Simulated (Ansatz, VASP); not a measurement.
**Two plane-wave programs on Co**

```xyz
2
Lattice="2.4274 0.0000 0.0000 -1.2137 2.1022 0.0000 0.0000 0.0000 3.9230" Properties=species:S:1:pos:R:3 pbc="T T T"
Co    0.0000    1.4014    0.9808
Co    1.2137    0.7007    2.9423
```

Alike in both runs: task single point; functional LDA; k mesh 15 × 15 × 8; occupations fermi-dirac, width 0.2 eV; collinear spin.

|  | VASP | Ansatz |
| --- | --- | --- |
| version | VASP 6.6.1 | Ansatz 0.2.0 |
| potentials or method | VASP PAW LDA potentials, release 64 (Co), cutoff 520 eV | plane waves (420 eV) with PAW, scalar-relativistic |
| valence electrons in the cell | 18 | 34 |

Ansatz gave:

| Property | Result |
| --- | --- |
| pressure (GPa) | -1.8 |
| traceless stress, the component that is largest in VASP (GPa) | -0.47 |
| net moment per atom (μB) | 1.28 |
| size of the moment on the site where the two differ most (μB) | 1.31 |

**Question.** What did VASP give for the same quantities?

**Answer.** Pressure (GPa): -3.7; traceless stress, the component that is largest in VASP (GPa): -0.73; net moment per atom (μB): 1.16; size of the moment on the site where the two differ most (μB): 1.16.

The net moments are unlike, so the other rows may belong to different states. Ansatz warns that its potentials were made for another functional, while VASP's fit it. LDA's correlation is that of Perdew and Zunger in VASP and of Perdew and Wang (1992) in Ansatz. Site moments also hang on the region over which each program counts them. VASP's potentials hold 18 valence electrons a cell and Ansatz's 34, so a difference there can come from the potentials and not from the codes.
